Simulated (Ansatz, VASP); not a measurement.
# Two plane-wave programs on KSnCl3

File INCAR:

```
SYSTEM = KSnCl3
PREC = Accurate ; ENCUT = 520
EDIFF = 1E-6 ; ISMEAR = -1
SIGMA = 0.02 ; LREAL = .False.
LASPH = .True. ; NELM = 60
ALGO = Normal ; ISIF = 2
LWAVE = .False. ; LCHARG = .False.
GGA = PE ; NBANDS = 30
```

Contents of KPOINTS:

```
regular mesh
0
Gamma
  6 6 6
  0 0 0
```

POSCAR

```
KSnCl3
1.0
    5.7061854482      0.0000000000      0.0000000000
    0.0000000000      5.5399858721      0.0000000000
    0.0000000000      0.0000000000      5.5399858721
K Sn Cl
1 1 3
Direct
    0.0000000000      0.0000000000      0.0000000000
    0.5000000000      0.5000000000      0.5000000000
    0.5000000000      0.5000000000      0.0000000000
    0.5000000000      0.0000000000      0.5000000000
    0.0000000000      0.5000000000      0.5000000000
```

Input for Ansatz:

```yaml
crystal:
  lattice:
    - [5.7061854482, 0.0, 0.0]
    - [0.0, 5.5399858721, 0.0]
    - [0.0, 0.0, 5.5399858721]
  atoms:
    - { symbol: K, position: [0.0, 0.0, 0.0] }
    - { symbol: Sn, position: [0.5, 0.5, 0.5] }
    - { symbol: Cl, position: [0.5, 0.5, 0.0] }
    - { symbol: Cl, position: [0.5, 0.0, 0.5] }
    - { symbol: Cl, position: [0.0, 0.5, 0.5] }
kpoints:
  mp_grid: { grid: [6, 6, 6] }
  band_path:
    path: [[0.0, 0.0, 0.0], [0.0, 0.5, 0.0], [0.5, 0.5, 0.0], [0.5, 0.5, 0.5]]
    npoints: 1
hamiltonian:
  xc: pbe
scf:
  occupations: { method: fermi_dirac, width: 0.02 }
  n_extra_bands: 5
output:
  forces: true
  stress: true
  eigenvalues: true
```

Change from the starting cell: uniaxial_x strain +3.0%.

Alike in both runs: task single point; functional PBE; k mesh 6 × 6 × 6; occupations fermi-dirac, width 0.02 eV; no spin polarisation.

```csv
,VASP,Ansatz
version,VASP 6.6.1,Ansatz 0.2.0
potentials or method,"VASP PAW PBE potentials, release 64 (K_sv, Sn_d, Cl)","plane waves, PAW"
plane-wave cutoff (eV),520,420
valence electrons in the cell,44,44
```

```tsv
	VASP	Ansatz	Ansatz less VASP
gap on the k mesh at the Fermi level (eV)	0.80	0.80	-0.004
pressure (GPa)	-0.1	-0.1	+0.05
traceless stress, the component that is largest in VASP (GPa)	-0.78	-0.78	+0.003
```
